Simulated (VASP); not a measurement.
# KBr (Imm2) in VASP: single point with PBE

Aim: the single point of KBr with PBE.

Everything below comes from runs of VASP 6.6.1. Logs are shortened: lines on timing, memory, paths and dates and some standing lists are left out, and cuts for length are marked.

## (1) The cell of the first run

The structure is orthorhombic, space group Imm2 (No. 44). The conventional cell has a = 4.656 Å, b = 6.585 Å, c = 4.656 Å, α = 90.00°, β = 90.00°, γ = 90.00°. Within 4.3 Å of K (site symmetry mm2) lie 6 Br at 3.25 to 3.34 Å. Br (site symmetry mm2) has 6 K at 3.25 to 3.34 Å within 4.3 Å.

## (2) Single point, PBE

INCAR reads:

```
PREC     = Accurate       # precision mode
ENCUT    = 520            # plane-wave cutoff, eV
EDIFF    = 1E-6           # SCF threshold, eV
ISMEAR   = 0              # smearing method
SIGMA    = 0.05           # smearing width, eV
LREAL    = False          # projectors in reciprocal space
LASPH    = True           # aspherical terms in the spheres
NELM     = 100            # most SCF steps
ALGO     = Normal         # electronic algorithm
ISIF     = 2              # what is computed and relaxed
LWAVE    = False          # write WAVECAR
LCHARG   = False          # write CHGCAR
GGA      = PE             # functional
NBANDS   = 15             # bands
```

KPOINTS reads:

```
Automatic mesh
0
Gamma
  6 6 6
```

POSCAR reads:

```
KBr
1.0
    0.0000000000      3.2925000000      3.2925000000
    3.2925000000      0.0000000000      3.2925000000
    3.2925000000      3.2925000000      0.0000000000
K Br
1 1
Direct
    0.0000000000      0.0000000000      0.0000000000
    0.4865773200      0.5000000000      0.5000000000
```

Potentials or basis: VASP PAW PBE potentials, release 64 (K_sv, Br).

Launch:

```console
> cat potpaw_PBE.64/K_sv/POTCAR potpaw_PBE.64/Br/POTCAR > POTCAR
> mpirun -np 1 vasp_std > vasp.out
```

OUTCAR:

```text
PREC = Accurate
   ENCUT = 520
   EDIFF = 1E-6
   ISMEAR = 0
   LREAL = False
   LASPH = True
   NELM = 100
   ISIF = 2
   GGA = PE

 ion  position               nearest neighbor table
   1  0.000  0.000  0.000-   2 3.25   2 3.25   2 3.29   2 3.29
   2  0.487  0.500  0.500-   1 3.25   1 3.25   1 3.29   1 3.29

  LATTYP: Found a face centered cubic cell.
 ALAT       =     6.5850000000

  Lattice vectors:

 A1 = (   0.0000000000,   3.2925000000,   3.2925000000)
 A2 = (   3.2925000000,   0.0000000000,   3.2925000000)
 A3 = (   3.2925000000,   3.2925000000,   0.0000000000)

Analysis of symmetry for initial positions (statically):
=====================================================================
 Subroutine PRICEL returns:
 Original cell was already a primitive cell.

 Routine SETGRP: Setting up the symmetry group for a
 face centered cubic supercell.

 Subroutine GETGRP returns: Found  4 space group operations
 (whereof  4 operations were pure point group operations)
 out of a pool of 48 trial point group operations.

The static configuration has the point symmetry C_2v.

Analysis of symmetry for dynamics (positions and initial velocities):
=====================================================================
 Subroutine PRICEL returns:
 Original cell was already a primitive cell.

 Routine SETGRP: Setting up the symmetry group for a
 face centered cubic supercell.

 Subroutine GETGRP returns: Found  4 space group operations
 (whereof  4 operations were pure point group operations)
 out of a pool of 48 trial point group operations.

The dynamic configuration has the point symmetry C_2v.

 Subroutine INISYM returns: Found  4 space group operations
 (whereof  4 operations are pure point group operations),
 and found     1 'primitive' translations

----------------------------------------------------------------------------------------

                                     Primitive cell

  volume of cell :      71.3851

  direct lattice vectors                    reciprocal lattice vectors
     0.000000000  3.292500000  3.292500000    -0.151860289  0.151860289  0.151860289
     3.292500000  0.000000000  3.292500000     0.151860289 -0.151860289  0.151860289
     3.292500000  3.292500000  0.000000000     0.151860289  0.151860289 -0.151860289

  length of vectors
     4.656298154  4.656298154  4.656298154     0.263029735  0.263029735  0.263029735

  position of ions in fractional coordinates (direct lattice)
     0.000000000  0.000000000  0.000000000
     0.486577320  0.500000000  0.500000000

  ion indices of the primitive-cell ions
   primitive index   ion index
                 1           1
                 2           2

----------------------------------------------------------------------------------------

 KPOINTS: Automatic mesh

Automatic generation of k-mesh.
 Grid dimensions read from file:
 generate k-points for:    6    6    6

 Generating k-lattice:

  Cartesian coordinates                     Fractional coordinates (reciprocal lattice)
    -0.025310048  0.025310048  0.025310048     0.166666667  0.000000000  0.000000000
     0.025310048 -0.025310048  0.025310048     0.000000000  0.166666667  0.000000000
     0.025310048  0.025310048 -0.025310048     0.000000000  0.000000000  0.166666667

  Length of vectors
     0.043838289  0.043838289  0.043838289

  Shift w.r.t. Gamma in fractional coordinates (k-lattice)
     0.000000000  0.000000000  0.000000000

 Subroutine IBZKPT returns following result:
 ===========================================

 Found     46 irreducible k-points:

 Following reciprocal coordinates:
            Coordinates               Weight
  0.000000  0.000000  0.000000      1.000000
  0.166667  0.000000  0.000000      4.000000
  0.000000  0.166667  0.000000      4.000000
  0.333333  0.000000  0.000000      4.000000
  0.000000  0.333333  0.000000      4.000000
  0.500000  0.000000  0.000000      2.000000
[... 16 lines left out ...]
  0.000000 -0.166667  0.166667      2.000000
 -0.333333 -0.166667 -0.166667      2.000000
 [... further k-points ...]
   k-points           NKPTS =     46   k-points in BZ     NKDIM =     46   number of bands    NBANDS=     15
   number of dos      NEDOS =    301   number of ions     NIONS =      2
   total plane-waves  NPLWV =  46656
   dimension x,y,z NGX =    36 NGY =   36 NGZ =   36
   dimension x,y,z NGXF=    72 NGYF=   72 NGZF=   72
   ions per type =               1   1
   NGX,Y,Z   is equivalent  to a cutoff of  12.85, 12.85, 12.85 a.u.
   NGXF,Y,Z  is equivalent  to a cutoff of  25.71, 25.71, 25.71 a.u.
 SYSTEM =  unknown system
   PREC   = accura    normal or accurate (medium, high low for compatibility)
   ISTART =      0    job   : 0-new  1-cont  2-samecut
   ICHARG =      2    charge: 1-file 2-atom 10-const
   ISPIN  =      1    spin polarized calculation?
   LNONCOLLINEAR =      F non collinear calculations
   LSORBIT =      F    spin-orbit coupling
   LASPH  =      T    aspherical Exc in radial PAW
   ENCUT  =  520.0 eV  38.22 Ry    6.18 a.u.   8.66  8.66  8.66*2*pi/ulx,y,z
   NELM   =    100;   NELMIN=  2; NELMDL= -5     # of ELM steps
   EDIFF  = 0.1E-05   stopping-criterion for ELM
   LREAL  =      F    real-space projection
   EDIFFG = 0.1E-04   stopping-criterion for IOM
   NSW    =      0    number of steps for IOM
   IBRION =     -1    ionic relax: 0-MD 1-quasi-New 2-CG
   NFREE  =      0    steps in history (QN), initial steepest desc. (CG)
   ISIF   =      2    stress and relaxation
   ISYM   =      2    0-nonsym 1-usesym 2-fastsym
   POTIM  = 0.5000    time-step for ionic-motion
   TEBEG  =    0.0;   TEEND  =   0.0 temperature during run
   PSTRESS=    0.0 pullay stress
   NELECT =      16.0000    total number of electrons
   NUPDOWN=      -1.0000    fix difference up-down
   EMIN   =  10.00;   EMAX   =-10.00  energy-range for DOS
   EFERMI =   0.00;   METHOD = LEGACY
   ISMEAR =     0;   SIGMA  =   0.05  broadening in eV -4-tet -1-fermi 0-gaus
   EFERMI_NEDOS =   21; number of points for ismear=-14 and -15
   IALGO  =     38    algorithm
   IMIX   =      4    mixing-type and parameters
     AMIX     =   0.40;   BMIX     =  1.00
     AMIX_MAG =   1.60;   BMIX_MAG =  1.00
  volume/ion in A,a.u.               =      35.69       240.87
  Fermi-wavevector in a.u.,A,eV,Ry     =   0.994441  1.879221 13.454978  0.988913
  Thomas-Fermi vector in A             =   2.126392
   LORBIT       =      0    0 simple, 1 ext, 2 COOP (PROOUT), +10 PAW based schemes
   GGA     = PE    functional components
   LHFCALC =     F    Hartree Fock is set to
   AEXX    =    0.0000 exact exchange contribution
   IVDW    =     0    specifies the selected vdW correction
   LEPSILON=     F    determine dielectric tensor
   LRPA    =     F    only Hartree local field effects (RPA)
 non-spin polarized calculation
 Gauss-broadening in eV      SIGMA  =   0.05
  energy-cutoff  :      520.00
  volume of cell :       71.39
 maximum number of plane-waves:      1948
 NGX is ok and might be reduce to    36
   NGX = 17   NGY = 17   NGZ = 17

 number of electron      15.9999998 magnetization

 Free energy of the ion-electron system (eV)
  ---------------------------------------------------
  ext. energy  EPLUGINS =         0.00000000
  ---------------------------------------------------
  free energy    TOTEN  =        -6.21004285 eV

  energy without entropy =       -6.21004285  energy(sigma->0) =       -6.21004285

 E-fermi :  -1.4510     XC(G=0):  -7.3974

 val. band max:       -1.7144966587   @ k =   0.0000   0.0000   0.0000
 cond. band min:       2.7387903863   @ k =   0.0000   0.0000   0.0000
 fundamental gap:      4.4532870450
 Fermi energy:        -1.4509833393

 k-point     1 :       0.0000    0.0000    0.0000
  band No.  band energies     occupation
      1     -29.4789      2.00000
      2     -14.0155      2.00000
      3     -12.9572      2.00000
      4     -12.9569      2.00000
      5     -12.9560      2.00000
      6      -1.7150      2.00000
      7      -1.7147      2.00000
      8      -1.7145      2.00000
      9       2.7388      0.00000
     10       5.8914      0.00000
     11       5.8957      0.00000
     12       5.8987      0.00000
     13       6.7228      0.00000
     14       6.7261      0.00000
     15       9.8986      0.00000

 k-point     2 :       0.1667    0.0000    0.0000
  band No.  band energies     occupation
      1     -29.4775      2.00000
      2     -14.0670      2.00000
      3     -12.9586      2.00000
      4     -12.9585      2.00000
      5     -12.8865      2.00000
      6      -2.0842      2.00000
      7      -1.8048      2.00000
      8      -1.8042      2.00000
      9       3.3989      0.00000
     10       5.7573      0.00000
     11       6.2172      0.00000
     12       6.2211      0.00000
     13       7.0877      0.00000
     14       7.0886      0.00000
     15      10.7871      0.00000

 k-point     3 :       0.0000    0.1667    0.0000
  band No.  band energies     occupation
      1     -29.4775      2.00000
      2     -14.0673      2.00000
      3     -12.9589      2.00000
      4     -12.9584      2.00000
      5     -12.8860      2.00000
      6      -2.0846      2.00000
      7      -1.8044      2.00000
      8      -1.8034      2.00000
      9       3.3989      0.00000
     10       5.7503      0.00000
     11       6.2170      0.00000
     12       6.2213      0.00000
     13       7.0882      0.00000
     14       7.0953      0.00000
     15      10.7909      0.00000

 k-point     4 :       0.3333    0.0000    0.0000
  band No.  band energies     occupation
      1     -29.4746      2.00000
      2     -14.1554      2.00000
      3     -12.9614      2.00000
      4     -12.9613      2.00000
      5     -12.7616      2.00000
      6      -2.6629      2.00000
      7      -1.9732      2.00000
      8      -1.9724      2.00000
      9       4.5057      0.00000
     10       6.0227      0.00000
     11       7.0887      0.00000
     12       7.0912      0.00000
     13       8.0014      0.00000
     14       8.0014      0.00000
     15       9.8172      0.00000
[... 307 lines left out ...]
 k-point    22 :      -0.1667    0.1667    0.0000
  band No.  band energies     occupation
      1     -29.4756      2.00000
      2     -14.1081      2.00000
      3     -12.9768      2.00000
      4     -12.9569      2.00000
      5     -12.8176      2.00000
      6      -2.4203      2.00000
      7      -1.9279      2.00000
      8      -1.9119      2.00000
      9       4.1969      0.00000
     10       5.5533      0.00000
     11       6.5129      0.00000
     12       7.0290      0.00000
     13       7.4044      0.00000
     14       7.8799      0.00000
     15      10.1334      0.00000

 k-point    23 :       0.0000   -0.1667    0.1667
  band No.  band energies     occupation
      1     -29.4756      2.00000
      2     -14.1087      2.00000
      3     -12.9763      2.00000
      4     -12.9572      2.00000
      5     -12.8171      2.00000
      6      -2.4200      2.00000
      7      -1.9268      2.00000
      8      -1.9125      2.00000
      9       4.1957      0.00000
     10       5.5559      0.00000
     11       6.5196      0.00000
     12       7.0125      0.00000
     13       7.3893      0.00000
     14       7.9033      0.00000
     15      10.1324      0.00000

 k-point    24 :      -0.3333   -0.1667   -0.1667
  band No.  band energies     occupation
      1     -29.4756      2.00000
      2     -14.1079      2.00000
      3     -12.9763      2.00000
      4     -12.9570      2.00000
      5     -12.8181      2.00000
      6      -2.4203      2.00000
      7      -1.9288      2.00000
      8      -1.9124      2.00000
      9       4.1967      0.00000
     10       5.5605      0.00000
     11       6.5127      0.00000
     12       7.0325      0.00000
     13       7.4050      0.00000
     14       7.8705      0.00000
     15      10.1343      0.00000

 [... further k-points ...]

------------------------ aborting loop because EDIFF is reached ----------------------------------------

  FORCE on cell =-STRESS in cart. coord.  units (eV):
  Direction    XX          YY          ZZ          XY          YZ          ZX
  --------------------------------------------------------------------------------------
  -------------------------------------------------------------------------------------
  Total        0.3863021      0.4052822      0.4052822      0.0000000     -0.0046606      0.0000000
  in kB        8.6702241      9.0962166      9.0962166      0.0000000     -0.1046033      0.0000000
  external PRESSURE =       8.9542191 kB  Pullay stress =       0.0000000 kB

 VOLUME and BASIS-vectors are now :
 -----------------------------------------------------------------------------
  energy-cutoff  :      520.00
  volume of cell :       71.39
      direct lattice vectors                 reciprocal lattice vectors
     0.000000000  3.292500000  3.292500000    -0.151860289  0.151860289  0.151860289
     3.292500000  0.000000000  3.292500000     0.151860289 -0.151860289  0.151860289
     3.292500000  3.292500000  0.000000000     0.151860289  0.151860289 -0.151860289

 POSITION                                       TOTAL-FORCE (eV/Angst)
 -----------------------------------------------------------------------------------
      0.00000      0.00000      0.00000         0.000000     -0.056874     -0.056874
      3.29250      3.24831      3.24831         0.000000      0.056874      0.056874
 -----------------------------------------------------------------------------------
    total drift:                               -0.000000     -0.000021     -0.000021

  FREE ENERGIE OF THE ION-ELECTRON SYSTEM (eV)
  ---------------------------------------------------
  free  energy   TOTEN  =        -6.2100428478 eV

  energy  without entropy=       -6.2100428478  energy(sigma->0) =       -6.21004285
```

It took 72 s on 1 thread of Intel Xeon 8259CL, shared host; peak memory 0.23 GiB.

Results:

| Quantity | Value |
| --- | --- |
| Free energy | -6.2100 eV |
| Pressure | 0.9 GPa |
| Largest force | 0.080 eV/Å |
| Band gap on the k mesh | 4.45 eV, direct |

Forces on the atoms (eV/Å):
```
K    0.000 -0.057 -0.057
Br   0.000  0.057  0.057
```

Levels at points of the mesh, in eV from the valence-band top:
| k point | band 6 | band 7 | band 8 | band 9 | band 10 | band 11 |
| --- | --- | --- | --- | --- | --- | --- |
| (0.00, 0.00, 0.00) | 0.00 | 0.00 | 0.00 | 4.45 | 7.61 | 7.61 |
| (0.50, 0.00, 0.00) | -1.19 | -0.34 | -0.34 | 6.61 | 8.26 | 9.76 |
| (0.00, 0.50, 0.00) | -1.19 | -0.34 | -0.34 | 6.60 | 8.26 | 9.76 |
| (0.50, 0.50, 0.00) | -0.82 | -0.29 | -0.29 | 5.86 | 7.22 | 9.38 |
| (0.00, 0.50, 0.50) | -0.82 | -0.29 | -0.29 | 5.86 | 7.22 | 9.38 |

Caveat: the cell differs from its parent crystal (all Br atoms moved +0.062 Å, as atom 2 towards its neighbour atom 2 (Br) at 4.656 Å).
